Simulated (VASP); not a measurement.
Input of a VASP 6.6.1 run:

File INCAR:

```
PREC = Accurate ; ENCUT = 600
EDIFF = 1E-6 ; ISMEAR = 0
SIGMA = 0.15 ; LREAL = F
LASPH = T ; NELM = 200
ALGO = Normal ; ISIF = 2
LWAVE = F ; LCHARG = F
ISPIN = 2 ; MAGMOM = 3 2.2
LORBIT = 11 ; NUPDOWN = 5.2
LMAXMIX = 4 ; GGA = PS
NBANDS = 20 ; GGA_COMPAT = F
```

Contents of KPOINTS:

```
regular mesh
0
Gamma
  18 18 18
```

POSCAR

```
FeCo
1.0
    2.6208384551      0.0000000000      0.0000000000
    0.0000000000      2.6208384551      0.0000000000
    0.0000000000      0.0000000000      2.6208384551
Fe Co
1 1
Direct
    0.5000000000      0.5000000000      0.5000000000
    0.0000000000      0.0000000000      0.0000000000
```

Potentials or basis: VASP PAW PBE potentials, release 64 (Fe, Co).

Run with:

```bash
$ cat potpaw_PBE.64/Fe/POTCAR potpaw_PBE.64/Co/POTCAR > POTCAR
$ mpirun -np 1 vasp_std > vasp.out
```

Q: Estimate the pressure.

A: 90.3 GPa.

Caveat: the cell stands under pressure; the PAW data sets were made with another functional, which shifts forces and pressure a little; the total moment is fixed, so each spin has its own Fermi level and the state may be an excited one.
